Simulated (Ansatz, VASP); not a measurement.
BN: VASP beside Ansatz

The input POSCAR:

```
BN
1.0
    2.5539396017      0.0000000000      0.0000000000
   -1.2769698009      2.2117765748      0.0000000000
    0.0000000000      0.0000000000      4.2268550000
N B
2 2
Direct
    0.3333333333      0.6666666667      0.1252760000
    0.6666666667      0.3333333333      0.6252760000
    0.3333333333      0.6666666667      0.4997240000
    0.6666666667      0.3333333333      0.9997240000
```

INCAR.step1

```
ALGO = Normal ; EDIFF = 1E-5
ENCUT = 520 ; GGA = PE
ISIF = 2 ; ISMEAR = -1
LASPH = True ; LCHARG = False
LREAL = False ; LWAVE = True
NBANDS = 16 ; NELM = 100
PREC = Accurate ; SIGMA = 0.05
```

File INCAR.step2:

```
AEXX = 0.5 ; ALGO = Normal
EDIFF = 1E-7 ; ENCUT = 520
GGA = PE ; HFSCREEN = 0.2078699
ISIF = 2 ; ISMEAR = -1
ISTART = 1 ; LASPH = True
LCHARG = False ; LHFCALC = True
LREAL = False ; LWAVE = False
NBANDS = 16 ; NELM = 100
PREC = Accurate ; PRECFOCK = Normal
SIGMA = 0.05
```

The input KPOINTS:

```
k-points
0
Gamma
  7 7 4
```

Contents of input.yaml:

```yaml
crystal:
  lattice:
    - [2.5539396017, 0.0, 0.0]
    - [-1.2769698009, 2.2117765748, 0.0]
    - [0.0, 0.0, 4.226855]
  atoms:
    - { symbol: "N", position: [0.3333333333, 0.6666666667, 0.125276] }
    - { symbol: "N", position: [0.6666666667, 0.3333333333, 0.625276] }
    - { symbol: B, position: [0.3333333333, 0.6666666667, 0.499724] }
    - { symbol: B, position: [0.6666666667, 0.3333333333, 0.999724] }
hamiltonian:
  xc:
    exchange: pbe
    correlation: pbe
    exx: { coeff: 0.5, omega: 0.2078699 }
  pseudopotentials: { kind: paw }
kpoints:
  mp_grid: { grid: [7, 7, 4] }
scf:
  occupations: { method: fermi_dirac, width: 0.05 }
output:
  forces: true
  stress: true
  eigenvalues: true
  write_density: true
  write_potential: true
  elf: true
  volumetric_format: npy
```

Alike in both runs: task single point; functional PBE-based screened hybrid with a share of 0.5 of exact exchange and HFSCREEN = 0.2078699; k mesh 7 × 7 × 4; occupations fermi-dirac, width 0.05 eV; no spin polarisation.

|  | VASP | Ansatz |
| --- | --- | --- |
| version | VASP 6.6.1 | Ansatz 0.2.0 |
| potentials or method | VASP PAW PBE potentials, release 64 (N, B) | Ansatz PAW |
| plane-wave cutoff (eV) | 520 | 420 |
| valence electrons in the cell | 16 | 16 |

|  | VASP | Ansatz | Ansatz less VASP |
| --- | --- | --- | --- |
| gap on the k mesh at the Fermi level (eV) | 8.31 | 8.33 | +0.020 |
| least direct gap on the mesh (eV) | 11.55 | 11.56 | +0.017 |
| pressure (GPa) | -17.1 | -17.7 | -0.61 |
| traceless stress, the component that is largest in VASP (GPa) | -1.11 | -1.10 | +0.017 |
| rms of the force components (eV/Å) | 0.030 | 0.032 | +0.0022 |

VASP's potentials were made for PBE, not for PBE-based screened hybrid. Atom by atom the forces differ by 0.002 eV/Å (rms over components). The functional is the same, so the differences come from potentials, cutoffs and numerics.

Noted on Ansatz's run: odd divisions of the mesh miss points on the zone boundary, where band edges often lie, so the gap on the mesh can be too wide.
